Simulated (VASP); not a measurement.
Crystal: W.

```
CELL_PARAMETERS angstrom
0.00000 2.00602 2.00602
2.00602 0.00000 2.00602
2.00602 2.00602 0.00000
ATOMIC_POSITIONS crystal
W 0.00000 0.00000 0.00000
```

```yaml
Program: VASP 6.6.1
Task: relaxation of cell and atoms
Functional: PBE
Potentials_or_basis: VASP PAW PBE potentials, release 64 (W_sv)
Cutoff: 600 eV
k_mesh: 17 × 17 × 17
Occupations: fermi-dirac, width 0.08 eV
Spin: no spin polarisation
```

At the start: pressure 6.3 GPa; volume 16.14 Å³/atom.

Q: How do energy, volume and symmetry change on relaxing?

A: Over 4 steps the energy falls by 6.6 meV/atom and the volume is 16.49 Å³/atom (+2.2 %); space group Fm-3m (No. 225, to 0.05 Å).

Step by step:
```tsv
step	energy change (eV)	largest force (eV/Å)	pressure (GPa)	volume (Å³)
1	0.0000	0.0000	6.26	16.15
2	0.0588	0.0000	-16.93	17.66
3	-0.0066	0.0000	-0.17	16.50
4	-0.0066	0.0000	-0.03	16.49
```

Final structure:
```
CELL_PARAMETERS angstrom
0.00000 2.02030 2.02030
2.02030 0.00000 2.02030
2.02030 2.02030 0.00000
ATOMIC_POSITIONS crystal
W 0.00000 0.00000 0.00000
```
